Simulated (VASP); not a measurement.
Crystal: Al6N.

```
CELL_PARAMETERS angstrom
2.92000 0.00000 0.00000
-1.46000 2.52879 0.00000
0.00000 0.00000 26.92000
ATOMIC_POSITIONS crystal
Al 0.66667 0.33333 0.67430
Al 0.00000 0.00000 0.75570
Al 0.33333 0.66667 0.83710
Al 0.33333 0.66667 0.59290
Al 0.33333 0.66667 0.09290
Al 0.66667 0.33333 0.18570
Al 0.00000 0.00000 0.00000
Al 0.00000 0.00000 0.26710
Al 0.66667 0.33333 0.91860
Al 0.66667 0.33333 0.43000
Al 0.00000 0.00000 0.51140
Al 0.33333 0.66667 0.34860
N 0.00000 0.00000 0.07060
N 0.33333 0.66667 0.16340
```

* Program: VASP 6.6.1
* Task: relaxation of cell and atoms
* Functional: PBE
* Potentials or basis: VASP PAW PBE potentials, release 64 (Al, N)
* Cutoff: 600 eV
* k mesh: 6 × 6 × 1
* Occupations: gaussian, width 0.2 eV
* Spin: no spin polarisation

At the start: pressure 9.7 GPa; volume 14.20 Å³/atom.

Problem. Where does the relaxation end?

Solution. Over 10 steps the energy falls by 55.6 meV/atom and the volume is 15.42 Å³/atom (+8.6 %); space group P3m1 (No. 156, to 0.1 Å) before and after.

Step by step:
```csv
step,energy change (eV),largest force (eV/Å),pressure (GPa),volume (Å³)
1,0.0000,2.0509,9.69,198.78
2,-0.5381,1.2966,-3.94,224.46
3,-0.6792,0.5717,-0.37,215.92
4,-0.7395,0.4632,-0.43,216.18
5,-0.7463,0.7379,-0.40,216.30
6,-0.7695,0.1929,0.07,215.17
7,-0.7700,0.2228,0.16,214.97
8,-0.7749,0.1402,0.11,215.30
9,-0.7760,0.2677,0.07,215.55
10,-0.7789,0.0726,-0.02,215.94
```

Final structure:
```
Al N
1.0
     2.95198    0.00000    0.00000
    -1.47599    2.55649    0.00000
     0.00000    0.00000   28.61317
Al N
12 2
Direct
  0.66667 0.33333 0.67462
  0.00000 0.00000 0.75568
  0.33333 0.66667 0.83711
  0.33333 0.66667 0.59278
  0.33333 0.66667 0.09299
  0.66667 0.33333 0.18463
  0.00000 0.00000 0.00201
  0.00000 0.00000 0.26982
  0.66667 0.33333 0.92082
  0.66667 0.33333 0.42968
  0.00000 0.00000 0.51181
  0.33333 0.66667 0.34890
  0.00000 0.00000 0.06862
  0.33333 0.66667 0.15884
```

Caveat: the k points lie up to 0.41 Å⁻¹ apart in the final cell, too coarse for converged energies and pressures of a metal; the relaxation stopped at a loose force limit of 0.08 eV/Å, so its end isn't a converged minimum.
